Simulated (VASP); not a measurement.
# Be (Cmce) in VASP: notebook

The runs below take Be through single point, relaxation of cell and atoms, with PBEsol.

Everything below comes from runs of VASP 6.6.1. Logs are shortened: lines on timing, memory, paths and dates and some standing lists are left out, and cuts for length are marked.

## Step 1: The cell of the first run

It takes space group Cmce (No. 64, orthorhombic). The conventional cell has a = 3.404 Å, b = 5.768 Å, c = 3.408 Å, α = 90.00°, β = 90.00°, γ = 90.00°. Within 2.4 Å of Be (site symmetry m) lie 7 Be at 1.84 to 2.11 Å.

## Step 2: Single point, PBEsol

Input file INCAR:

```
  ALGO = Fast
  EDIFF = 1E-6
  ENCUT = 520
  GGA = PS
  ISIF = 2
  ISMEAR = 0
  LASPH = T
  LCHARG = F
  LREAL = F
  LWAVE = F
  NBANDS = 12
  NELM = 80
  PREC = Accurate
  SIGMA = 0.1
```

Input file KPOINTS:

```
k-points
0
Gamma
  6 6 6
```

Input file POSCAR:

```
Be
1.0
    1.7017506994     -2.8841518492      0.0000000000
    1.7017506994      2.8841518492      0.0000000000
    0.0000000000      0.0000000000      3.4080286358
Be
4
Direct
    0.1525000000      0.8475000000      0.0785000000
    0.6525000000      0.3475000000      0.4215000000
    0.8475000000      0.1525000000      0.9215000000
    0.3475000000      0.6525000000      0.5785000000
```

Potentials or basis: VASP PAW PBE potentials, release 64 (Be).

Launch:

```
$ cat potpaw_PBE.64/Be/POTCAR > POTCAR
$ mpirun -np 1 vasp_std > vasp.out
```

OUTCAR:

```text
EDIFF = 1E-6
   ENCUT = 520
   GGA = PS
   ISIF = 2
   ISMEAR = 0
   LASPH = T
   LREAL = F
   NELM = 80
   PREC = Accurate

 ion  position               nearest neighbor table
   1  0.153  0.847  0.078-   3 1.84   4 2.04   4 2.04   2 2.06   2 2.06   3 2.11   3 2.11
   2  0.653  0.347  0.422-   4 1.84   3 2.04   3 2.04   1 2.06   1 2.06   4 2.11   4 2.11
   3  0.847  0.153  0.922-   1 1.84   2 2.04   2 2.04   4 2.06   4 2.06   1 2.11   1 2.11
   4  0.347  0.653  0.578-   2 1.84   1 2.04   1 2.04   3 2.06   3 2.06   2 2.11   2 2.11

  LATTYP: Found a base centered orthorhombic cell.
 ALAT       =     3.4035013988
 B/A-ratio  =     1.6948145520
 C/A-ratio  =     1.0013301705

  Lattice vectors:

 A1 = (   1.7017506994,  -2.8841518492,   0.0000000000)
 A2 = (   1.7017506994,   2.8841518492,   0.0000000000)
 A3 = (   0.0000000000,   0.0000000000,   3.4080286358)

Analysis of symmetry for initial positions (statically):
=====================================================================
 Subroutine PRICEL returns:
 Original cell was already a primitive cell.

 Routine SETGRP: Setting up the symmetry group for a
 base centered orthorhombic supercell.

 Subroutine GETGRP returns: Found  8 space group operations
 (whereof  4 operations were pure point group operations)
 out of a pool of  8 trial point group operations.

The static configuration has the point symmetry C_2h.
 The point group associated with its full space group is D_2h.

Analysis of symmetry for dynamics (positions and initial velocities):
=====================================================================
 Subroutine PRICEL returns:
 Original cell was already a primitive cell.

 Routine SETGRP: Setting up the symmetry group for a
 base centered orthorhombic supercell.

 Subroutine GETGRP returns: Found  8 space group operations
 (whereof  4 operations were pure point group operations)
 out of a pool of  8 trial point group operations.

The dynamic configuration has the point symmetry C_2h.
 The point group associated with its full space group is D_2h.

 Subroutine INISYM returns: Found  8 space group operations
 (whereof  4 operations are pure point group operations),
 and found     1 'primitive' translations

----------------------------------------------------------------------------------------

                                     Primitive cell

  volume of cell :      33.4539

  direct lattice vectors                    reciprocal lattice vectors
     1.701750699 -2.884151849  0.000000000     0.293815069 -0.173361191  0.000000000
     1.701750699  2.884151849  0.000000000     0.293815069  0.173361191  0.000000000
     0.000000000  0.000000000  3.408028636     0.000000000  0.000000000  0.293424765

  length of vectors
     3.348774004  3.348774004  3.408028636     0.341147179  0.341147179  0.293424765

  position of ions in fractional coordinates (direct lattice)
     0.152500000  0.847500000  0.078500000
     0.652500000  0.347500000  0.421500000
     0.847500000  0.152500000  0.921500000
     0.347500000  0.652500000  0.578500000

  ion indices of the primitive-cell ions
   primitive index   ion index
                 1           1
                 2           2
                 3           3
                 4           4

----------------------------------------------------------------------------------------

 KPOINTS: k-points

Automatic generation of k-mesh.
 Grid dimensions read from file:
 generate k-points for:    6    6    6

 Generating k-lattice:

  Cartesian coordinates                     Fractional coordinates (reciprocal lattice)
     0.048969178 -0.028893532  0.000000000     0.166666667  0.000000000  0.000000000
     0.048969178  0.028893532  0.000000000     0.000000000  0.166666667  0.000000000
     0.000000000  0.000000000  0.048904127     0.000000000  0.000000000  0.166666667

  Length of vectors
     0.056857863  0.056857863  0.048904127

  Shift w.r.t. Gamma in fractional coordinates (k-lattice)
     0.000000000  0.000000000  0.000000000

 Subroutine IBZKPT returns following result:
 ===========================================

 Found     52 irreducible k-points:

 Following reciprocal coordinates:
            Coordinates               Weight
  0.000000  0.000000  0.000000      1.000000
  0.166667  0.000000  0.000000      4.000000
  0.333333 -0.000000  0.000000      4.000000
  0.500000  0.000000  0.000000      2.000000
  0.166667  0.166667  0.000000      2.000000
  0.333333  0.166667  0.000000      4.000000
[... 16 lines left out ...]
  0.333333  0.333333  0.166667      4.000000
  0.500000  0.333333  0.166667      8.000000
 [... further k-points ...]
   k-points           NKPTS =     52   k-points in BZ     NKDIM =     52   number of bands    NBANDS=     12
   number of dos      NEDOS =    301   number of ions     NIONS =      4
   total plane-waves  NPLWV =  21952
   dimension x,y,z NGX =    28 NGY =   28 NGZ =   28
   dimension x,y,z NGXF=    56 NGYF=   56 NGZF=   56
   ions per type =               4
   NGX,Y,Z   is equivalent  to a cutoff of  13.90, 13.90, 13.66 a.u.
   NGXF,Y,Z  is equivalent  to a cutoff of  27.80, 27.80, 27.32 a.u.
 SYSTEM =  unknown system
   PREC   = accura    normal or accurate (medium, high low for compatibility)
   ISTART =      0    job   : 0-new  1-cont  2-samecut
   ICHARG =      2    charge: 1-file 2-atom 10-const
   ISPIN  =      1    spin polarized calculation?
   LNONCOLLINEAR =      F non collinear calculations
   LSORBIT =      F    spin-orbit coupling
   LASPH  =      T    aspherical Exc in radial PAW
   ENCUT  =  520.0 eV  38.22 Ry    6.18 a.u.   6.23  6.23  6.34*2*pi/ulx,y,z
   NELM   =     80;   NELMIN=  2; NELMDL= -5     # of ELM steps
   EDIFF  = 0.1E-05   stopping-criterion for ELM
   LREAL  =      F    real-space projection
   EDIFFG = 0.1E-04   stopping-criterion for IOM
   NSW    =      0    number of steps for IOM
   IBRION =     -1    ionic relax: 0-MD 1-quasi-New 2-CG
   NFREE  =      0    steps in history (QN), initial steepest desc. (CG)
   ISIF   =      2    stress and relaxation
   ISYM   =      2    0-nonsym 1-usesym 2-fastsym
   POTIM  = 0.5000    time-step for ionic-motion
   TEBEG  =    0.0;   TEEND  =   0.0 temperature during run
   PSTRESS=    0.0 pullay stress
   NELECT =       8.0000    total number of electrons
   NUPDOWN=      -1.0000    fix difference up-down
   EMIN   =  10.00;   EMAX   =-10.00  energy-range for DOS
   EFERMI =   0.00;   METHOD = LEGACY
   ISMEAR =     0;   SIGMA  =   0.10  broadening in eV -4-tet -1-fermi 0-gaus
   EFERMI_NEDOS =   21; number of points for ismear=-14 and -15
   IALGO  =     68    algorithm
   IMIX   =      4    mixing-type and parameters
     AMIX     =   0.40;   BMIX     =  1.00
     AMIX_MAG =   1.60;   BMIX_MAG =  1.00
  volume/ion in A,a.u.               =       8.36        56.44
  Fermi-wavevector in a.u.,A,eV,Ry     =   1.016145  1.920236 14.048708  1.032551
  Thomas-Fermi vector in A             =   2.149472
   LORBIT       =      0    0 simple, 1 ext, 2 COOP (PROOUT), +10 PAW based schemes
   GGA     = PS    functional components
   LHFCALC =     F    Hartree Fock is set to
   AEXX    =    0.0000 exact exchange contribution
   IVDW    =     0    specifies the selected vdW correction
   LEPSILON=     F    determine dielectric tensor
   LRPA    =     F    only Hartree local field effects (RPA)
 non-spin polarized calculation
 RMM-DIIS sequential band-by-band and
 Gauss-broadening in eV      SIGMA  =   0.10
  energy-cutoff  :      520.00
  volume of cell :       33.45
 maximum number of plane-waves:       920
 NGX is ok and might be reduce to    28
   NGX = 13   NGY = 13   NGZ = 13

 number of electron       8.0000000 magnetization

 Free energy of the ion-electron system (eV)
  ---------------------------------------------------
  ext. energy  EPLUGINS =         0.00000000
  ---------------------------------------------------
  free energy    TOTEN  =       -11.82156856 eV

  energy without entropy =      -11.81274178  energy(sigma->0) =      -11.81715517

 E-fermi :   5.6084     XC(G=0): -10.3632

 val. band max:        5.5825139833   @ k =   0.5000   0.0000   0.1667
 cond. band min:       5.6346057597   @ k =   0.3333  -0.0000   0.0000
 fundamental gap:      0.0520917763
 Fermi energy:         5.6084256649

 k-point     1 :       0.0000    0.0000    0.0000
  band No.  band energies     occupation
      1      -4.4648      2.00000
      2       3.8122      2.00000
      3       5.7952      0.00827
      4       6.6394      0.00000
      5       6.7993      0.00000
      6       8.9406      0.00000
      7       9.4660      0.00000
      8      11.7351      0.00000
      9      12.5838      0.00000
     10      16.8300      0.00000
     11      18.4965      0.00000
     12      19.1069      0.00000

 k-point     2 :       0.1667    0.0000    0.0000
  band No.  band energies     occupation
      1      -4.1104      2.00000
      2       4.0793      2.00000
      3       4.1629      2.00000
      4       6.1972      0.00000
      5       6.6288      0.00000
      6       7.0770      0.00000
      7      12.4107      0.00000
      8      12.9933      0.00000
      9      13.5032      0.00000
     10      16.0780      0.00000
     11      16.3712      0.00000
     12      17.7623      0.00000

 k-point     3 :       0.3333   -0.0000    0.0000
  band No.  band energies     occupation
      1      -3.0449      2.00000
      2       1.1847      2.00000
      3       5.1417      2.00000
      4       5.5194      1.79185
      5       5.6346      0.71120
      6       7.0317      0.00000
      7      12.5593      0.00000
      8      12.8335      0.00000
      9      15.1066      0.00000
     10      15.8121      0.00000
     11      17.1040      0.00000
     12      18.4664      0.00000
[... 286 lines left out ...]
 k-point    23 :       0.3333    0.3333    0.1667
  band No.  band energies     occupation
      1      -0.0913      2.00000
      2       0.0297      2.00000
      3       0.3432      2.00000
      4       5.5731      1.38261
      5       6.2138      0.00000
      6       7.0845      0.00000
      7      12.2103      0.00000
      8      14.3770      0.00000
      9      15.0647      0.00000
     10      15.2935      0.00000
     11      17.4578      0.00000
     12      17.6086      0.00000

 k-point    24 :       0.5000    0.3333    0.1667
  band No.  band energies     occupation
      1      -1.6288      2.00000
      2       0.5660      2.00000
      3       2.0719      2.00000
      4       4.6300      2.00000
      5       7.0722      0.00000
      6       8.2796      0.00000
      7      10.9650      0.00000
      8      12.5708      0.00000
      9      13.6994      0.00000
     10      15.8978      0.00000
     11      17.1634      0.00000
     12      19.5905      0.00000

 [... further k-points ...]

------------------------ aborting loop because EDIFF is reached ----------------------------------------

  FORCE on cell =-STRESS in cart. coord.  units (eV):
  Direction    XX          YY          ZZ          XY          YZ          ZX
  --------------------------------------------------------------------------------------
  -------------------------------------------------------------------------------------
  Total        2.8551639     10.0958536      3.5518746      0.0000000      0.0000000      0.0000000
  in kB      136.7396086    483.5109732    170.1065005      0.0000000      0.0000000      0.0000000
  external PRESSURE =     263.4523608 kB  Pullay stress =       0.0000000 kB

 VOLUME and BASIS-vectors are now :
 -----------------------------------------------------------------------------
  energy-cutoff  :      520.00
  volume of cell :       33.45
      direct lattice vectors                 reciprocal lattice vectors
     1.701750699 -2.884151849  0.000000000     0.293815069 -0.173361191  0.000000000
     1.701750699  2.884151849  0.000000000     0.293815069  0.173361191  0.000000000
     0.000000000  0.000000000  3.408028636     0.000000000  0.000000000  0.293424765

 POSITION                                       TOTAL-FORCE (eV/Angst)
 -----------------------------------------------------------------------------------
      1.70175      2.00449      0.26753         0.000000     -1.826601     -0.278414
      1.70175     -0.87967      1.43648         0.000000     -1.826601      0.278414
      1.70175     -2.00449      3.14050         0.000000      1.826601      0.278414
      1.70175      0.87967      1.97154         0.000000      1.826601     -0.278414
 -----------------------------------------------------------------------------------
    total drift:                                0.000000      0.000000     -0.000000

  FREE ENERGIE OF THE ION-ELECTRON SYSTEM (eV)
  ---------------------------------------------------
  free  energy   TOTEN  =       -11.8215685575 eV

  energy  without entropy=      -11.8127417818  energy(sigma->0) =      -11.81715517
```

Wall time 9.8 s (1 thread of Intel Xeon 6975P-C (Granite Rapids), shared host); peak memory 0.14 GiB.

What came out:

```yaml
Free_energy: -11.8216 eV
Pressure: 26.3 GPa
Largest_force: 1.848 eV/Å
Band_gap_on_the_k_mesh: zero (bands 4 and 5 overlap by 4.71 eV)
```

Forces on the atoms (eV/Å):
```
Be   0.000 -1.827 -0.278
Be   0.000 -1.827  0.278
Be   0.000  1.827  0.278
Be   0.000  1.827 -0.278
```

Levels at points of the mesh, in eV from the Fermi level:
| k point | band 1 | band 2 | band 3 | band 4 | band 5 | band 6 | band 7 | band 8 | band 9 |
| --- | --- | --- | --- | --- | --- | --- | --- | --- | --- |
| (0.00, 0.00, 0.00) | -10.07 | -1.80 | 0.19 | 1.03 | 1.19 | 3.33 | 3.86 | 6.13 | 6.98 |
| (0.50, 0.00, 0.00) | -6.88 | -6.88 | -0.36 | -0.36 | 0.80 | 0.80 | 6.21 | 6.21 | 10.36 |
| (0.50, 0.50, 0.00) | -6.80 | -6.68 | -2.68 | 0.87 | 3.23 | 3.42 | 3.71 | 4.04 | 8.44 |
| (0.00, 0.00, 0.50) | -7.70 | -7.70 | 2.65 | 2.65 | 2.85 | 2.85 | 5.16 | 5.16 | 7.57 |
| (0.50, 0.00, 0.50) | -5.14 | -5.14 | -3.72 | -3.72 | 0.34 | 0.34 | 6.23 | 6.23 | 14.15 |
| (0.50, 0.50, 0.50) | -5.03 | -5.03 | -3.56 | -3.56 | 0.38 | 0.38 | 4.71 | 4.71 | 14.08 |

Caveat: the cell stands under pressure; the PAW data sets were made with another functional, which shifts forces and pressure a little.

[end of part 1 of 2]
